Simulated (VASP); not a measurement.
Re: single point with r2SCAN

Re:

```
Re
1.0
     2.70991    0.00000    0.00000
    -1.35496    2.34685    0.00000
     0.00000    0.00000    8.75637
Re
4
Direct
  0.66667 0.33333 0.75000
  0.00000 0.00000 0.50000
  0.33333 0.66667 0.25000
  0.00000 0.00000 0.00000
```

```json
{
 "Program": "VASP 6.6.1",
 "Task": "single point",
 "Functional": "r2SCAN",
 "Potentials or basis": "VASP PAW PBE potentials, release 64 (Re)",
 "Cutoff": "520 eV",
 "k mesh": "11 × 11 × 3",
 "Occupations": "fermi-dirac, width 0.05 eV",
 "Spin": "non-collinear spin, zero start, spin-orbit coupling",
 "Starting moments": "[[0.0, 0.0, 0.0], [0.0, 0.0, 0.0], [0.0, 0.0, 0.0], [0.0, 0.0, 0.0]] μB",
 "Dipole correction": "no",
 "Further INCAR settings": "ALGO = Normal; EDIFF = 1e-06; NBANDS = 42"
}
```

```json
{
  "Pressure": "24.7 GPa",
  "Net moment": "0.00 μB per cell",
  "Valence electrons inside the program's atomic spheres": "Re 6.32, 6.36 (each value once)"
}
```

Stress tensor (GPa, compression positive):
```
24.63  0.00  0.00
 0.00 24.63  0.00
 0.00  0.00 24.80
```

Moments on the atoms (μB; x, y, z):
```
Re  0.00 0.00 0.00
Re  0.00 0.00 0.00
Re  0.00 0.00 0.00
Re  0.00 0.00 0.00
```

Run time: 15 min on 1 thread of Intel Xeon 8259CL, on a shared host, peak memory 0.39 GiB.

Caveat: the cell stands under pressure; the PAW data sets were made with another functional, which shifts forces and pressure a little.
